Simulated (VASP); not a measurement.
# W (Immm) in VASP: single point with PBE

Aim: the single point of W with PBE.

Program: VASP 6.6.1. These are calculated values, not measurements. Logs are shortened: lines on timing, memory, paths and dates and some standing lists are left out, and cuts for length are marked.

### 1 The cell of the first run

Symmetry: Immm, No. 71, orthorhombic system. Conventional cell: a = 3.035 Å, b = 3.195 Å, c = 3.354 Å, α = 90.00°, β = 90.00°, γ = 90.00°. Within 3.6 Å of W (site symmetry mmm) lie 14 W at 2.77 to 3.35 Å.

### 2 Single point, PBE (strain -0.0500 x Voigt [1, -1, 0, 0, 0, 0])

The input, INCAR:

```
PREC = Accurate
ENCUT = 520
EDIFF = 1E-6
ISMEAR = 0
SIGMA = 0.15
LREAL = False
LASPH = True
NELM = 80
ALGO = Fast
ISIF = 2
LWAVE = False
LCHARG = False
GGA = PE
NBANDS = 13
```

The input, KPOINTS:

```
regular mesh
0
Gamma
  20 20 20
```

The input, POSCAR:

```
W
1.0
   -1.5174350000      1.6771650000      1.5973000000
    1.5174350000     -1.6771650000      1.5973000000
    1.5174350000      1.6771650000     -1.5973000000
W
1
Direct
    0.0000000000      0.0000000000      0.0000000000
```

Potentials or basis: VASP PAW PBE potentials, release 64 (W_sv).

Started as:

```sh
$ cat potpaw_PBE.64/W_sv/POTCAR > POTCAR
$ mpirun -np 1 vasp_std > vasp.out
```

OUTCAR:

```text
PREC = Accurate
   ENCUT = 520
   EDIFF = 1E-6
   ISMEAR = 0
   LREAL = False
   LASPH = True
   NELM = 80
   ISIF = 2
   GGA = PE

 ion  position               nearest neighbor table
   1  0.000  0.000  0.000-

  LATTYP: Found a body centered orthorhombic cell.
 ALAT       =     3.0348700000
 B/A-ratio  =     1.0526315789
 C/A-ratio  =     1.1052631579

  Lattice vectors:

 A1 = (  -1.5174350000,  -1.6771650000,   1.5973000000)
 A2 = (   1.5174350000,  -1.6771650000,  -1.5973000000)
 A3 = (   1.5174350000,   1.6771650000,   1.5973000000)

Analysis of symmetry for initial positions (statically):
=====================================================================
 Subroutine PRICEL returns:
 Original cell was already a primitive cell.

 Routine SETGRP: Setting up the symmetry group for a
 body centered orthorhombic supercell.

 Subroutine GETGRP returns: Found  8 space group operations
 (whereof  8 operations were pure point group operations)
 out of a pool of  8 trial point group operations.

The static configuration has the point symmetry D_2h.

Analysis of symmetry for dynamics (positions and initial velocities):
=====================================================================
 Subroutine PRICEL returns:
 Original cell was already a primitive cell.

 Routine SETGRP: Setting up the symmetry group for a
 body centered orthorhombic supercell.

 Subroutine GETGRP returns: Found  8 space group operations
 (whereof  8 operations were pure point group operations)
 out of a pool of  8 trial point group operations.

The dynamic configuration has the point symmetry D_2h.

 Subroutine INISYM returns: Found  8 space group operations
 (whereof  8 operations are pure point group operations),
 and found     1 'primitive' translations

----------------------------------------------------------------------------------------

                                     Primitive cell

  volume of cell :      16.2604

  direct lattice vectors                    reciprocal lattice vectors
    -1.517435000  1.677165000  1.597300000     0.000000000  0.298122129  0.313028235
     1.517435000 -1.677165000  1.597300000     0.329503405  0.000000000  0.313028235
     1.517435000  1.677165000 -1.597300000     0.329503405  0.298122129  0.000000000

  length of vectors
     2.768909299  2.768909299  2.768909299     0.432277087  0.454487811  0.444352673

[... 85 lines left out ...]
   ISYM   =      2    0-nonsym 1-usesym 2-fastsym
   POTIM  = 0.5000    time-step for ionic-motion
   TEBEG  =    0.0;   TEEND  =   0.0 temperature during run
   PSTRESS=    0.0 pullay stress
   NELECT =      14.0000    total number of electrons
   NUPDOWN=      -1.0000    fix difference up-down
   EMIN   =  10.00;   EMAX   =-10.00  energy-range for DOS
   EFERMI =   0.00;   METHOD = LEGACY
   ISMEAR =     0;   SIGMA  =   0.15  broadening in eV -4-tet -1-fermi 0-gaus
   EFERMI_NEDOS =   21; number of points for ismear=-14 and -15
   IALGO  =     68    algorithm
   IMIX   =      4    mixing-type and parameters
     AMIX     =   0.40;   BMIX     =  1.00
     AMIX_MAG =   1.60;   BMIX_MAG =  1.00
  volume/ion in A,a.u.               =      16.26       109.73
  Fermi-wavevector in a.u.,A,eV,Ry     =   1.557423  2.943104 33.001855  2.425568
  Thomas-Fermi vector in A             =   2.661076
   LORBIT       =      0    0 simple, 1 ext, 2 COOP (PROOUT), +10 PAW based schemes
   GGA     = PE    functional components
   LHFCALC =     F    Hartree Fock is set to
   AEXX    =    0.0000 exact exchange contribution
   IVDW    =     0    specifies the selected vdW correction
   LEPSILON=     F    determine dielectric tensor
   LRPA    =     F    only Hartree local field effects (RPA)
 non-spin polarized calculation
 RMM-DIIS sequential band-by-band and
 Gauss-broadening in eV      SIGMA  =   0.15
  energy-cutoff  :      520.00
  volume of cell :       16.26
 maximum number of plane-waves:       450
 NGX is ok and might be reduce to    24
   NGX = 11   NGY = 11   NGZ = 11

 number of electron      14.0000000 magnetization

 Free energy of the ion-electron system (eV)
  ---------------------------------------------------
  ext. energy  EPLUGINS =         0.00000000
  ---------------------------------------------------
  free energy    TOTEN  =       -12.88081810 eV

  energy without entropy =      -12.87514269  energy(sigma->0) =      -12.87798040

 E-fermi :  11.0872     XC(G=0): -13.4955

 val. band max:       11.0868657128   @ k =  -0.3500   0.3500   0.3000
 cond. band min:      11.0916903828   @ k =   0.3500  -0.2000   0.2000
 fundamental gap:      0.0048246700
 Fermi energy:        11.0872007129

 k-point     1 :       0.0000    0.0000    0.0000
  band No.  band energies     occupation
      1     -63.1326      2.00000
      2     -26.7476      2.00000
      3     -26.7453      2.00000
      4     -26.7013      2.00000
      5       1.5836      2.00000
      6       9.3010      2.00000
      7      10.0279      2.00000
      8      10.5849      2.00000
      9      12.4550      0.00000
     10      13.9277      0.00000
     11      24.7108      0.00000
     12      25.5624      0.00000
     13      26.6194      0.00000
[... 354 lines left out ...]
  band No.  band energies     occupation
      1     -63.0348      2.00000
      2     -27.7634      2.00000
      3     -26.9965      2.00000
      4     -26.7325      2.00000
      5       4.9360      2.00000
      6       8.6096      2.00000
      7       9.7683      2.00000
      8      12.2669      0.00000
      9      13.6662      0.00000
     10      15.4949      0.00000
     11      22.8254      0.00000
     12      24.0904      0.00000
     13      30.6922      0.00000

 [... further k-points ...]

------------------------ aborting loop because EDIFF is reached ----------------------------------------

  FORCE on cell =-STRESS in cart. coord.  units (eV):
  Direction    XX          YY          ZZ          XY          YZ          ZX
  --------------------------------------------------------------------------------------
  -------------------------------------------------------------------------------------
  Total        1.4801112     -1.4713627     -0.2360783      0.0000000      0.0000000      0.0000000
  in kB      145.8386280   -144.9766129    -23.2613113      0.0000000      0.0000000      0.0000000
  external PRESSURE =      -7.4664321 kB  Pullay stress =       0.0000000 kB

 VOLUME and BASIS-vectors are now :
 -----------------------------------------------------------------------------
  energy-cutoff  :      520.00
  volume of cell :       16.26
      direct lattice vectors                 reciprocal lattice vectors
    -1.517435000  1.677165000  1.597300000     0.000000000  0.298122129  0.313028235
     1.517435000 -1.677165000  1.597300000     0.329503405  0.000000000  0.313028235
     1.517435000  1.677165000 -1.597300000     0.329503405  0.298122129  0.000000000

 POSITION                                       TOTAL-FORCE (eV/Angst)
 -----------------------------------------------------------------------------------
      0.00000      0.00000      0.00000         0.000000      0.000000      0.000000
 -----------------------------------------------------------------------------------
    total drift:                                0.000000      0.000000     -0.000000

  FREE ENERGIE OF THE ION-ELECTRON SYSTEM (eV)
  ---------------------------------------------------
  free  energy   TOTEN  =       -12.8808180992 eV

  energy  without entropy=      -12.8751426948  energy(sigma->0) =      -12.87798040
```

It took 3.8 min on 1 thread of Intel Xeon 8259CL, shared host; peak memory 0.34 GiB.

What came out:

| Quantity | Value |
| --- | --- |
| Free energy | -12.8808 eV |
| Pressure | -0.7 GPa |
| Band gap on the k mesh | zero (bands 7 and 8 overlap by 5.89 eV) |

Caveat: the cell differs from its parent crystal (strain -0.0500 x Voigt [1, -1, 0, 0, 0, 0]); spin-orbit coupling is left out, which moves the levels of the heavy elements.
